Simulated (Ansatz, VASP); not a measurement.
# One calculation of ScHg, two programs

```
CELL_PARAMETERS angstrom
3.45664 0.00000 0.00000
0.00000 3.45664 0.00000
0.00000 0.00000 3.45664
ATOMIC_POSITIONS crystal
Sc 0.50000 0.50000 0.50000
Hg 0.00000 0.00000 0.00000
```

Change from the starting cell: volume scaled by 0.98.

Alike in both runs: task single point; functional PBEsol; k mesh 12 × 12 × 12; occupations fermi-dirac, width 0.08 eV; no spin polarisation.

|  | VASP | Ansatz |
| --- | --- | --- |
| version | VASP 6.6.1 | Ansatz 0.2.0 |
| potentials or method | VASP PAW PBE potentials, release 64 (Sc_sv, Hg), cutoff 520 eV | all-electron LAPW, scalar-relativistic |

|  | VASP | Ansatz | Ansatz less VASP |
| --- | --- | --- | --- |
| pressure (GPa) | 1.0 | 0.8 | -0.16 |

VASP's potentials were made for PBE, not for PBEsol. Ansatz ran all-electron here, and VASP with PAW potentials.

Neither program's run includes spin-orbit coupling.
